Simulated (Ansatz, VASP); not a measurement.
# TiB in VASP and in Ansatz

File POSCAR:

```
TiB
1.0
    0.0000000000      1.9959500000      2.1010000000
    1.9959500000      0.0000000000      2.1010000000
    1.9959500000      1.9959500000      0.0000000000
Ti B
1 1
Direct
    0.7500000000      0.7500000000      0.7500000000
    0.0000000000      0.0000000000      0.0000000000
```

The input INCAR.step1:

```
SYSTEM = TiB
PREC = Accurate
ENCUT = 520
ISMEAR = 0
SIGMA = 0.15
LREAL = .False.
LASPH = .True.
NELM = 60
NBANDS = 14
GGA = PE
ALGO = Normal
EDIFF = 1E-4
LWAVE = .True.
LCHARG = .False.
```

File INCAR.step2:

```
SYSTEM = TiB
PREC = Accurate
ENCUT = 520
EDIFF = 1E-6
ISMEAR = 0
SIGMA = 0.15
LREAL = .False.
LASPH = .True.
NELM = 60
ALGO = Normal
ISIF = 2
LWAVE = .False.
LCHARG = .True.
METAGGA = R2SCAN
LMIXTAU = .True.
LELF = .True.
LVHAR = .True.
NBANDS = 14
ISTART = 1
```

File KPOINTS:

```
regular mesh
0
Gamma
  20 20 20
  0 0 0
```

Input for Ansatz:

```yaml
crystal:
  lattice:
    - [0.0, 1.99595, 2.101]
    - [1.99595, 0.0, 2.101]
    - [1.99595, 1.99595, 0.0]
  atoms:
    - { symbol: Ti, position: [0.75, 0.75, 0.75] }
    - { symbol: B, position: [0.0, 0.0, 0.0] }
basis:
  ecutwfc: 500
kpoints:
  mp_grid: { grid: [20, 20, 20] }
hamiltonian:
  xc: r2scan
scf:
  occupations: { method: gaussian, width: 0.15 }
output:
  forces: true
  stress: true
  eigenvalues: true
  write_density: true
  write_potential: true
  elf: true
  volumetric_format: npy
```

Change from the starting cell: strain -0.050 along x and y, +0.000 along z, atoms carried along.

Alike in both runs: task single point; functional r2SCAN; k mesh 20 × 20 × 20; occupations gaussian, width 0.15 eV; no spin polarisation.

|  | VASP | Ansatz |
| --- | --- | --- |
| version | VASP 6.6.1 | Ansatz 0.2.0 |
| potentials or method | VASP PAW PBE potentials, release 64 (Ti_sv, B), cutoff 520 eV | scalar-relativistic, plane waves, PAW |
| valence electrons in the cell | 15 | 15 |

|  | VASP | Ansatz | Ansatz less VASP |
| --- | --- | --- | --- |
| gap on the k mesh at the Fermi level (eV) | none | none | - |
| pressure (GPa) | 173.5 | 172.2 | -1.36 |
| traceless stress, the component that is largest in VASP (GPa) | 9.45 | 9.46 | +0.013 |

VASP's potentials were made for PBE, not for r2SCAN. A gap of «none» marks a metal or a gap that the smearing closes. Both programs put the cell under a high pressure, so it lies far from rest at this level.

Noted on VASP's run: the cell as given lies far from equilibrium.
